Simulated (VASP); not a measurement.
Input of a VASP 6.6.1 run:

File POSCAR:

```
NaH
1.0
    2.9323912064      0.0000000000      0.0000000000
    0.0000000000      2.9323912064      0.0000000000
    0.0000000000      0.0000000000      2.7643651903
Na H
1 1
Direct
    0.0000000000      0.0000000000      0.0000000000
    0.5000000000      0.5000000000      0.5000000000
```

The input INCAR.step1:

```
PREC     = Accurate       # precision mode
ENCUT    = 520            # plane-wave cutoff, eV
ISMEAR   = 0              # smearing method
SIGMA    = 0.01           # smearing width, eV
LREAL    = F              # projectors in reciprocal space
LASPH    = T              # aspherical terms in the spheres
NELM     = 80             # most SCF steps
NBANDS   = 11             # bands
GGA      = PE             # functional
ALGO     = Normal         # electronic algorithm
EDIFF    = 1E-4           # SCF threshold, eV
LWAVE    = T              # write WAVECAR
LCHARG   = F              # write CHGCAR
```

File INCAR.step2:

```
PREC     = Accurate       # precision mode
ENCUT    = 520            # plane-wave cutoff, eV
EDIFF    = 1E-6           # SCF threshold, eV
ISMEAR   = 0              # smearing method
SIGMA    = 0.01           # smearing width, eV
LREAL    = F              # projectors in reciprocal space
LASPH    = T              # aspherical terms in the spheres
NELM     = 80             # most SCF steps
ALGO     = Normal         # electronic algorithm
ISIF     = 2              # what is computed and relaxed
LWAVE    = F              # write WAVECAR
LCHARG   = F              # write CHGCAR
METAGGA  = R2SCAN         # meta-GGA
LMIXTAU  = T            
NBANDS   = 11             # bands
ISTART   = 1
```

Contents of KPOINTS:

```
regular mesh
0
Gamma
  8 8 8
```

Potentials or basis: VASP PAW PBE potentials, release 64 (Na_pv, H).

Run with:

```console
$ cat potpaw_PBE.64/Na_pv/POTCAR potpaw_PBE.64/H/POTCAR > POTCAR
$ cp INCAR.step1 INCAR
$ mpirun -np 1 vasp_std > vasp.out
$ cp INCAR.step2 INCAR
$ mpirun -np 1 vasp_std > vasp.out
```

(1) Predict the pressure.

(2) Predict the band gap on the k mesh.

Results:

(1) 1.4 GPa.

(2) 1.39 eV (least direct gap 5.29 eV).

Caveat: the cell differs from its parent crystal (uniaxial z strain -5.7%); the stress differs along the axes, from -1 to 6 GPa; the structure was generated, so it needn't be the stable form of NaH; the PAW data sets were made with another functional, which shifts forces and pressure a little.
